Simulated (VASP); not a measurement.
# Pd in VASP: single point with PBE

Aim: the single point of Pd with PBE.

Program: VASP 6.6.1. These are calculated values, not measurements. Logs are shortened: lines on timing, memory, paths and dates and some standing lists are left out, and cuts for length are marked.

### Step 1. The cell of the first run

The typed cell holds 2 atoms: a = 2.779 Å, b = 2.779 Å, c = 4.420 Å, α = 90.00°, β = 90.00°, γ = 60.00°.

This isn't the form of Pd at room conditions, which is fcc.

### Step 2. Single point, PBE, non-collinear spin, typed start, spin-orbit coupling

INCAR

```
SYSTEM = Pd
PREC     = Accurate       ! precision mode
ENCUT    = 520            ! plane-wave cutoff, eV
EDIFF    = 1E-6           ! SCF threshold, eV
ISMEAR   = -1             ! smearing method
SIGMA    = 0.0202         ! smearing width, eV
LREAL    = .False.        ! projectors in reciprocal space
LASPH    = .True.         ! aspherical terms in the spheres
NELM     = 150            ! most SCF steps
ALGO     = Normal         ! electronic algorithm
ISIF     = 2              ! what is computed and relaxed
LWAVE    = .False.        ! write WAVECAR
LCHARG   = .False.        ! write CHGCAR
MAGMOM   = 0 0 1 0 0 1    ! initial moments
LORBIT   = 11             ! projections on sites
LSORBIT  = .True.         ! spin-orbit coupling
GGA_COMPAT= .False.      
LORBMOM  = .True.       
LMAXMIX  = 4              ! l up to which the mixer works
GGA      = PE             ! functional
NBANDS   = 32             ! bands
```

KPOINTS

```
Automatic mesh
0
Gamma
  9 9 5
  0 0 0
```

POSCAR

```
Pd
1.0
    1.3896490000      2.4069390000      0.0000000000
   -1.3896490000      2.4069390000      0.0000000000
    0.0000000000      0.0000000000      4.4199400000
Pd
2
Direct
    0.3333000000      0.3334000000      0.2500000000
    0.6666000000      0.6667000000      0.7500000000
```

Potentials or basis: VASP PAW PBE potentials, release 64 (Pd).

Run with:

```console
$ cat potpaw_PBE.64/Pd/POTCAR > POTCAR
$ mpirun -np 1 vasp_ncl > vasp.out
```

OUTCAR:

```text
SYSTEM = Pd
   PREC = Accurate
   ENCUT = 520
   EDIFF = 1E-6
   ISMEAR = -1
   LREAL = .False.
   LASPH = .True.
   NELM = 150
   ISIF = 2
   LORBIT = 11
   LSORBIT = .True.
   GGA = PE

 ion  position               nearest neighbor table
   1  0.333  0.333  0.250-   2 2.73   2 2.73   2 2.73   2 2.73   2 2.73   2 2.73
   2  0.667  0.667  0.750-   1 2.73   1 2.73   1 2.73   1 2.73   1 2.73   1 2.73

  LATTYP: Found a hexagonal cell.
 ALAT       =     2.7792948194
 C/A-ratio  =     1.5903098762

  Lattice vectors:

 A1 = (   1.3896490000,  -2.4069390000,   0.0000000000)
 A2 = (   1.3896490000,   2.4069390000,   0.0000000000)
 A3 = (   0.0000000000,   0.0000000000,   4.4199400000)

Analysis of symmetry for initial positions (statically):
=====================================================================
 Subroutine PRICEL returns:
 Original cell was already a primitive cell.

 Routine SETGRP: Setting up the symmetry group for a
 hexagonal supercell.

 Subroutine GETGRP returns: Found  8 space group operations
 (whereof  2 operations were pure point group operations)
 out of a pool of 24 trial point group operations.

The static configuration has the point symmetry C_2 .
 The point group associated with its full space group is D_2h.

Analysis of symmetry for dynamics (positions and initial velocities):
=====================================================================
 Subroutine PRICEL returns:
 Original cell was already a primitive cell.

 Routine SETGRP: Setting up the symmetry group for a
 hexagonal supercell.

 Subroutine GETGRP returns: Found  8 space group operations
 (whereof  2 operations were pure point group operations)
 out of a pool of 24 trial point group operations.

The dynamic configuration has the point symmetry C_2 .
 The point group associated with its full space group is D_2h.

Analysis of structural, dynamic, and magnetic symmetry:
=====================================================================
 Subroutine PRICEL returns:
 Original cell was already a primitive cell.

 Routine SETGRP: Setting up the symmetry group for a
 hexagonal supercell.

 Subroutine GETGRP returns: Found  4 space group operations
 (whereof  1 operations were pure point group operations)
 out of a pool of 24 trial point group operations.

The overall configuration has the point symmetry C_1 .
 The point group associated with its full space group is C_2h.

 Subroutine INISYM returns: Found  4 space group operations
 (whereof  1 operations are pure point group operations),
 and found     1 'primitive' translations

----------------------------------------------------------------------------------------

                                     Primitive cell

  volume of cell :      29.5676

  direct lattice vectors                    reciprocal lattice vectors
     1.389649000  2.406939000  0.000000000     0.359803087  0.207732726  0.000000000
    -1.389649000  2.406939000  0.000000000    -0.359803087  0.207732726  0.000000000
     0.000000000  0.000000000  4.419940000     0.000000000  0.000000000  0.226247415

  length of vectors
     2.779294819  2.779294819  4.419940000     0.415464977  0.415464977  0.226247415

  position of ions in fractional coordinates (direct lattice)
     0.333300000  0.333400000  0.250000000
     0.666600000  0.666700000  0.750000000

  ion indices of the primitive-cell ions
   primitive index   ion index
                 1           1
                 2           2

----------------------------------------------------------------------------------------

 KPOINTS: Automatic mesh

Automatic generation of k-mesh.
 Grid dimensions read from file:
 generate k-points for:    9    9    5

 Generating k-lattice:

[... 97 lines left out ...]

 number of electron      20.0000004 magnetization      -0.0000000     -0.0000000      0.8872458

 number of electron      20.0000004 magnetization       0.0000000      0.0000000      0.8855381

 number of electron      20.0000004 magnetization      -0.0000000      0.0000000      0.8855461

 Free energy of the ion-electron system (eV)
  ---------------------------------------------------
  ext. energy  EPLUGINS =         0.00000000
  ---------------------------------------------------
  free energy    TOTEN  =       -10.42573693 eV

  energy without entropy =      -10.42066154  energy(sigma->0) =      -10.42319924

 E-fermi :   9.8027     XC(G=0): -13.1704

 val. band max:        9.8025063251   @ k =   0.4444   0.4444   0.4000
 cond. band min:       9.8037106524   @ k =   0.3333   0.3333   0.4000
 fundamental gap:      0.0012043273
 Fermi energy:         9.8027132714

 k-point     1 :       0.0000    0.0000    0.0000
  band No.  band energies     occupation
      1       2.6045      1.00000
      2       2.6406      1.00000
      3       4.3680      1.00000
      4       4.5766      1.00000
      5       6.6775      1.00000
      6       6.8696      1.00000
[... 829 lines left out ...]
     31      25.0591      0.00000
     32      25.1113      0.00000

 [... further k-points ...]

------------------------ aborting loop because EDIFF is reached ----------------------------------------

  FORCE on cell =-STRESS in cart. coord.  units (eV):
  Direction    XX          YY          ZZ          XY          YZ          ZX
  --------------------------------------------------------------------------------------
  -------------------------------------------------------------------------------------
  Total        1.0974147      1.0984137      2.1557045      0.0000071      0.0000000      0.0000000
  in kB       59.4654577     59.5195941    116.8108633      0.0003843      0.0000000      0.0000000
  external PRESSURE =      78.5986384 kB  Pullay stress =       0.0000000 kB

 VOLUME and BASIS-vectors are now :
 -----------------------------------------------------------------------------
  energy-cutoff  :      520.00
  volume of cell :       29.57
      direct lattice vectors                 reciprocal lattice vectors
     1.389649000  2.406939000  0.000000000     0.359803087  0.207732726  0.000000000
    -1.389649000  2.406939000  0.000000000    -0.359803087  0.207732726  0.000000000
     0.000000000  0.000000000  4.419940000     0.000000000  0.000000000  0.226247415

 POSITION                                       TOTAL-FORCE (eV/Angst)
 -----------------------------------------------------------------------------------
     -0.00014      1.60471      1.10499        -0.000005     -0.000298      0.000000
     -0.00014      3.20917      3.31496         0.000005      0.000298     -0.000000
 -----------------------------------------------------------------------------------
    total drift:                                0.000000      0.000000     -0.000000

  FREE ENERGIE OF THE ION-ELECTRON SYSTEM (eV)
  ---------------------------------------------------
  free  energy   TOTEN  =       -10.4257369305 eV

  energy  without entropy=      -10.4206615423  energy(sigma->0) =      -10.42319924

 orbital moment (x)

 # of ion     p       d       tot
 ----------------------------------------
  1         0.000  -0.000  -0.000
  2         0.000  -0.000  -0.000
 ----------------------------------------
            0.000  -0.000  -0.000

 orbital moment (y)

 # of ion     p       d       tot
 ----------------------------------------
  1        -0.000  -0.000  -0.000
  2        -0.000  -0.000  -0.000
 ----------------------------------------
           -0.000  -0.000  -0.000

 orbital moment (z)

 # of ion     p       d       tot
 ----------------------------------------
  1         0.000   0.059   0.060
  2         0.000   0.059   0.060
 ----------------------------------------
            0.001   0.119   0.120

 Spin-Orbit-Coupling matrix elements

 Ion:    1  E_soc:     -0.0837891
 l=   1
     0.0000000    -0.0025395    -0.0024646
    -0.0025395     0.0000000    -0.0025394
    -0.0024646    -0.0025394     0.0000000
 l=   2
     0.0000000    -0.0024252     0.0000000    -0.0024253    -0.0092766
    -0.0024252     0.0000000    -0.0066413    -0.0020905    -0.0024255
     0.0000000    -0.0066413     0.0000000    -0.0066413     0.0000000
    -0.0024253    -0.0020905    -0.0066413     0.0000000    -0.0024254
    -0.0092766    -0.0024255     0.0000000    -0.0024254     0.0000000
 l=   3
     0.0000000     0.0000000     0.0000000     0.0000000     0.0000000     0.0000000     0.0000000
     0.0000000     0.0000000     0.0000000     0.0000000     0.0000000     0.0000000     0.0000000
     0.0000000     0.0000000     0.0000000     0.0000000     0.0000000     0.0000000     0.0000000
     0.0000000     0.0000000     0.0000000     0.0000000     0.0000000     0.0000000     0.0000000
     0.0000000     0.0000000     0.0000000     0.0000000     0.0000000     0.0000000     0.0000000
     0.0000000     0.0000000     0.0000000     0.0000000     0.0000000     0.0000000     0.0000000
     0.0000000     0.0000000     0.0000000     0.0000000     0.0000000     0.0000000     0.0000000

 Ion:    2  E_soc:     -0.0837891
 l=   1
     0.0000000    -0.0025395    -0.0024646
    -0.0025395     0.0000000    -0.0025394
    -0.0024646    -0.0025394     0.0000000
 l=   2
     0.0000000    -0.0024252     0.0000000    -0.0024253    -0.0092766
    -0.0024252     0.0000000    -0.0066413    -0.0020905    -0.0024255
     0.0000000    -0.0066413     0.0000000    -0.0066413     0.0000000
    -0.0024253    -0.0020905    -0.0066413     0.0000000    -0.0024254
    -0.0092766    -0.0024255     0.0000000    -0.0024254     0.0000000
 l=   3
     0.0000000     0.0000000     0.0000000     0.0000000     0.0000000     0.0000000     0.0000000
     0.0000000     0.0000000     0.0000000     0.0000000     0.0000000     0.0000000     0.0000000
     0.0000000     0.0000000     0.0000000     0.0000000     0.0000000     0.0000000     0.0000000
     0.0000000     0.0000000     0.0000000     0.0000000     0.0000000     0.0000000     0.0000000
     0.0000000     0.0000000     0.0000000     0.0000000     0.0000000     0.0000000     0.0000000
     0.0000000     0.0000000     0.0000000     0.0000000     0.0000000     0.0000000     0.0000000
     0.0000000     0.0000000     0.0000000     0.0000000     0.0000000     0.0000000     0.0000000

 total charge

# of ion       s       p       d       tot
------------------------------------------
    1        0.489   0.478   8.471   9.439
    2        0.489   0.478   8.471   9.439
--------------------------------------------------
tot          0.979   0.956  16.942  18.877

 magnetization (x)

# of ion       s       p       d       tot
------------------------------------------
    1       -0.000   0.000   0.000  -0.000
    2       -0.000   0.000   0.000  -0.000
--------------------------------------------------
tot         -0.000   0.000   0.000  -0.000

 magnetization (y)

# of ion       s       p       d       tot
------------------------------------------
    1        0.000   0.000   0.000   0.000
    2        0.000   0.000   0.000   0.000
--------------------------------------------------
tot          0.000   0.000   0.000   0.000

 magnetization (z)

# of ion       s       p       d       tot
------------------------------------------
    1       -0.000  -0.007   0.449   0.441
    2       -0.000  -0.007   0.449   0.441
--------------------------------------------------
tot         -0.000  -0.015   0.898   0.883
```

Run time: 2.6 min. Hardware: 1 thread of Intel Xeon 6975P-C (Granite Rapids), shared host; peak memory 0.34 GiB.

What came out:

```
Free energy                                           : -10.4257 eV
Pressure                                              : 7.9 GPa
Net moment                                            : 0.89 μB per cell
Valence electrons inside the program's atomic spheres : Pd 9.44
```

Stress tensor (GPa, compression positive):
```
 5.95  0.00  0.00
 0.00  5.95  0.00
 0.00  0.00 11.68
```

Moments on the atoms (μB; x, y, z):
```
Pd  0.00 0.00 0.44
Pd  0.00 0.00 0.44
```

Caveat: the cell stands under pressure.
